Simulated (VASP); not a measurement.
Set up this calculation in VASP 6.6.1, as the native input.

```yaml
Task: single point
Functional: PBEsol
Potentials_or_basis: VASP PAW PBE potentials, release 64 (Pb_d, O)
Cutoff: 520 eV
k_mesh: 8 × 8 × 10
Occupations: gaussian, width 0.1 eV
Spin: no spin polarisation
Dipole_correction: no
Further_INCAR_settings: ALGO = Normal; EDIFF = 1e-06; NBANDS = 35
```

The structure of PbO2 lies in POSCAR:

```
PbO2
1.0
    5.0683697618      0.0000000000      0.0000000000
    0.0000000000      5.0683697618      0.0000000000
    0.0000000000      0.0000000000      3.4160002008
Pb O
2 4
Direct
    0.0000000000      0.0000000000      0.0000000000
    0.5000000000      0.5000000000      0.5000000000
    0.3082733388      0.3082733388      0.0000000000
    0.1917266612      0.8082733388      0.5000000000
    0.6917266612      0.6917266612      0.0000000000
    0.8082733388      0.1917266612      0.5000000000
```

One way to write it, as run:

INCAR

```
ALGO = Normal ; EDIFF = 1E-6
ENCUT = 520 ; GGA = PS
ISIF = 2 ; ISMEAR = 0
LASPH = True ; LCHARG = False
LREAL = False ; LWAVE = False
NBANDS = 35 ; NELM = 80
PREC = Accurate ; SIGMA = 0.1
```

KPOINTS

```
k-points
0
Gamma
  8 8 10
```

Potentials or basis: VASP PAW PBE potentials, release 64 (Pb_d, O).

Command:

```sh
$ cat potpaw_PBE.64/Pb_d/POTCAR potpaw_PBE.64/O/POTCAR > POTCAR
$ mpirun -np 1 vasp_std > vasp.out
```

It gave:

The pressure is -3.2 GPa, the largest force is 0.012 eV/Å and the band gap on the k mesh is 0.04 eV.

Caveat: the cell stands under tension; the PAW data sets were made with another functional, which shifts forces and pressure a little; spin-orbit coupling is left out, which moves the levels of the heavy elements.

Wall time 2.3 min on 1 thread of Intel(R) Xeon(R) Platinum 8488C (Sapphire Rapids), on a shared host, peak memory 0.34 GiB.
